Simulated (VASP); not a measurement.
Input of a VASP 6.6.1 run:

The input INCAR:

```
SYSTEM = Co
  PREC = Accurate
  ENCUT = 520
  EDIFF = 1E-7
  ISMEAR = -1
  SIGMA = 0.15
  LREAL = .FALSE.
  LASPH = .TRUE.
  NELM = 150
  ALGO = Normal
  ISIF = 2
  LWAVE = .FALSE.
  LCHARG = .FALSE.
  ISPIN = 2
  MAGMOM = 3.2 3.2 3.2 3.2 3.2 3.2
  LORBIT = 11
  LMAXMIX = 4
  GGA = PS
  NBANDS = 40
```

File KPOINTS:

```
regular mesh
0
G
  6 6 6
  0 0 0
```

The input POSCAR:

```
Co
1.0
    0.0000000000      3.2173717600      3.2173717600
    3.2173717600      0.0000000000      3.2173717600
    3.2173717600      3.2173717600      0.0000000000
Co
6
Direct
    0.2500000000      0.2500000000      0.2500000000
    0.0000000000      0.0000000000      0.0000000000
    0.6250000000      0.6250000000      0.1250000000
    0.6250000000      0.1250000000      0.6250000000
    0.1250000000      0.6250000000      0.6250000000
    0.6250000000      0.6250000000      0.6250000000
```

Potentials or basis: VASP PAW PBE potentials, release 64 (Co).

The run is started by

```bash
$ cat potpaw_PBE.64/Co/POTCAR > POTCAR
$ mpirun -np 1 vasp_std > vasp.out
```

Task: What does it give for the pressure?

Result: -3.6 GPa.

Task: Estimate the net moment.

Result: 9.70 μB per cell.

Task: Predict the site moments.

Result: Co +1.74, +1.57 μB.

Caveat: the PAW data sets were made with another functional, which shifts forces and pressure a little.
